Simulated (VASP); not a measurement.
Crystal: Y3F.

```
Y F
1.0
     4.44224    0.00000    0.00000
     0.00000    4.44224    0.00000
     0.00000    0.00000    4.39658
Y F
3 1
Direct
  0.00000 0.50000 0.50000
  0.50000 0.00000 0.50000
  0.50000 0.50000 0.00000
  0.00000 0.00000 0.00000
```

```yaml
Program: VASP 6.6.1
Task: relaxation of cell and atoms
Functional: PBE
Potentials_or_basis: VASP PAW PBE potentials, release 64 (Y_sv, F)
Cutoff: 600 eV
k_mesh: 4 × 4 × 4
Occupations: gaussian, width 0.1 eV
Spin: no spin polarisation
```

At the start: pressure 12.4 GPa; volume 21.69 Å³/atom.

Q: Where does the relaxation end?

A: Over 3 steps the energy falls by 198.9 meV/atom and the volume is 27.73 Å³/atom (+27.9 %); space group Pm-3m (No. 221, to 0.1 Å) before and after.

The path:
```csv
step,energy change (eV),largest force (eV/Å),pressure (GPa),volume (Å³)
1,0.0000,0.0000,12.44,86.76
2,-0.7944,0.0000,0.37,109.67
3,-0.7958,0.0000,-0.03,110.94
```

Final structure:
```
Y F
1.0
     4.82583    0.00000    0.00000
     0.00000    4.82583    0.00000
     0.00000    0.00000    4.76351
Y F
3 1
Direct
  0.00000 0.50000 0.50000
  0.50000 0.00000 0.50000
  0.50000 0.50000 0.00000
  0.00000 0.00000 0.00000
```

Caveat: the volume moved by over 15 % at a fixed basis, so the end points are rough.
